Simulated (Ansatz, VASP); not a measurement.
# One calculation of Mg3Si2N, two programs

```
Mg Si N
1.0
     4.93564    0.00000    0.00000
    -2.46782    4.27439    0.00000
     0.00000    0.00000    5.18706
Mg Si N
3 2 1
Direct
  0.50000 0.00000 0.50000
  0.00000 0.50000 0.50000
  0.50000 0.50000 0.50000
  0.00000 0.00000 0.83451
  0.00000 0.00000 0.16549
  0.00000 0.00000 0.50000
```

Alike in both runs: task single point; functional PBE; k mesh 6 × 6 × 4; occupations gaussian, width 0.1 eV; collinear spin.

|  | VASP | Ansatz |
| --- | --- | --- |
| version | VASP 6.6.1 | Ansatz 0.2.0 |
| potentials or method | VASP PAW PBE potentials, release 64 (Mg, Si, N), cutoff 520 eV | scalar-relativistic, plane waves, PAW |
| valence electrons in the cell | 19 | 43 |

|  | VASP | Ansatz | Ansatz less VASP |
| --- | --- | --- | --- |
| gap on the k mesh at the Fermi level (eV) | none | none | - |
| pressure (GPa) | 27.6 | 27.7 | +0.09 |
| traceless stress, the component that is largest in VASP (GPa) | 14.04 | 14.36 | +0.324 |
| rms of the force components (eV/Å) | 5.061 | 5.109 | +0.0478 |
| net moment per atom (μB) | 0.00 | 0.00 | 0.000 |

Atom by atom the forces differ by 0.048 eV/Å (rms over components). A gap of «none» marks a metal or a gap that the smearing closes. VASP's potentials hold 19 valence electrons a cell and Ansatz's 43, so a difference there can come from the potentials and not from the codes. Ansatz's warnings: seeded moment not kept.
